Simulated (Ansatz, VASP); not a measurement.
**Cu: VASP beside Ansatz**

Contents of INCAR:

```
ALGO = Normal
EDIFF = 1E-7
EDIFFG = -0.01
ENCUT = 600
GGA = PE
IBRION = 2
ISIF = 3
ISMEAR = -1
LASPH = T
LCHARG = F
LREAL = F
LWAVE = F
NELM = 60
NSW = 60
PREC = Accurate
SIGMA = 0.05
```

Contents of KPOINTS:

```
k-points
0
Gamma
  13 13 13
```

File POSCAR:

```
Cu
1.0
   -1.4427933200      1.4427933200      1.3760814500
    1.4427933200     -1.4427933200      1.3760814500
    1.4427933200      1.4427933200     -1.3760814500
Cu
1
Direct
    0.0000000000      0.0000000000      0.0000000000
```

File input.yaml:

```yaml
crystal:
  lattice:
    - [-1.44279332, 1.44279332, 1.37608145]
    - [1.44279332, -1.44279332, 1.37608145]
    - [1.44279332, 1.44279332, -1.37608145]
  atoms:
    - { symbol: Cu, position: [0.0, 0.0, 0.0] }
hamiltonian:
  xc: pbe
  pseudopotentials: { kind: paw }
kpoints:
  mp_grid: { grid: [13, 13, 13] }
scf:
  occupations: { method: fermi_dirac, width: 0.05 }
output:
  forces: true
  stress: true
  eigenvalues: true
relax:
  f_tol: 0.01
  max_steps: 40
  cell: { stress_tol: 0.05 }
```

Alike in both runs: task relaxation of cell and atoms; functional PBE; k mesh 13 × 13 × 13; occupations fermi-dirac, width 0.05 eV; no spin polarisation.

|  | VASP | Ansatz |
| --- | --- | --- |
| version | VASP 6.6.1 | Ansatz 0.2.0 |
| potentials or method | VASP PAW PBE potentials, release 64 (Cu) | Ansatz PAW |
| plane-wave cutoff (eV) | 600 | 420 |
| valence electrons in the cell | 11 | 19 |

VASP gave:

- gap on the k mesh at the Fermi level, each at its own relaxed structure (eV): none
- relaxed volume (Å³/atom): 12.07
- relaxed cell length with the largest relative difference (Å): 2.505

Task: Estimate Ansatz's values.

Result: gap on the k mesh at the Fermi level, each at its own relaxed structure (eV): none; relaxed volume (Å³/atom): 12.02; relaxed cell length with the largest relative difference (Å): 2.502.

A gap of «none» marks a metal or a gap that the smearing closes. VASP's potentials hold 11 valence electrons a cell and Ansatz's 19, so a difference there can come from the potentials and not from the codes.

Noted on Ansatz's run: the plane-wave basis is chosen anew once the cell has moved, so the energies of steps on either side of that aren't comparable.
